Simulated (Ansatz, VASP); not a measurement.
# ZnCu in VASP and in Ansatz

```
CELL_PARAMETERS angstrom
2.89749 0.00000 0.00000
0.00000 2.89749 0.00000
0.00000 0.00000 3.04237
ATOMIC_POSITIONS crystal
Zn 0.50000 0.50000 0.50000
Cu 0.00000 0.00000 0.00000
```

Alike in both runs: task single point; functional PBE; k mesh 18 × 18 × 18; occupations gaussian, width 0.15 eV; no spin polarisation.

|  | VASP | Ansatz |
| --- | --- | --- |
| version | VASP 6.6.1 | Ansatz 0.2.0 |
| potentials or method | VASP PAW PBE potentials, release 64 (Zn, Cu), cutoff 520 eV | scalar-relativistic, plane waves, PAW |
| valence electrons in the cell | 23 | 31 |

|  | VASP | Ansatz | Ansatz less VASP |
| --- | --- | --- | --- |
| gap on the k mesh at the Fermi level (eV) | none | none | - |
| pressure (GPa) | 3.0 | 2.4 | -0.63 |
| traceless stress, the component that is largest in VASP (GPa) | -0.25 | -0.20 | +0.044 |

A gap of «none» marks a metal or a gap that the smearing closes. VASP's potentials hold 23 valence electrons a cell and Ansatz's 31, so a difference there can come from the potentials and not from the codes.
